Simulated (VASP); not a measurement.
BAs, 2 atoms in the cell. Symmetry: F-43m, No. 216, cubic system. The conventional cell has a = 4.777 Å, b = 4.777 Å, c = 4.777 Å, α = 90.00°, β = 90.00°, γ = 90.00°. Within 2.7 Å of As (site symmetry -43m) lie 4 B at 2.07 Å. B (site symmetry -43m) has 4 As at 2.07 Å within 2.7 Å. 

- Program: VASP 6.6.1
- Task: single point
- Functional: PBEsol
- Potentials or basis: VASP PAW PBE potentials, release 64 (As, B)
- Cutoff: 520 eV
- k mesh: 8 × 8 × 8
- Occupations: fermi-dirac, width 0.05 eV
- Spin: no spin polarisation
- Dipole correction: no
- Further INCAR settings: ALGO = Normal; EDIFF = 1e-07; NBANDS = 11

Potentials or basis: VASP PAW PBE potentials, release 64 (As, B).

The run is started by

```bash
$ cat potpaw_PBE.64/As/POTCAR potpaw_PBE.64/B/POTCAR > POTCAR
$ mpirun -np 1 vasp_std > vasp.out
```

Hardware: 1 thread of AMD EPYC 7R43 64-Core Processor (Zen 3), with other jobs on the host.

Question: How long does it take, and how much memory?

Answer: It took 10 s on 1 thread of AMD EPYC 7R43 64-Core Processor (Zen 3), on a shared host, peak memory 0.12 GiB. Counts: scf iterations 12, k points 29.
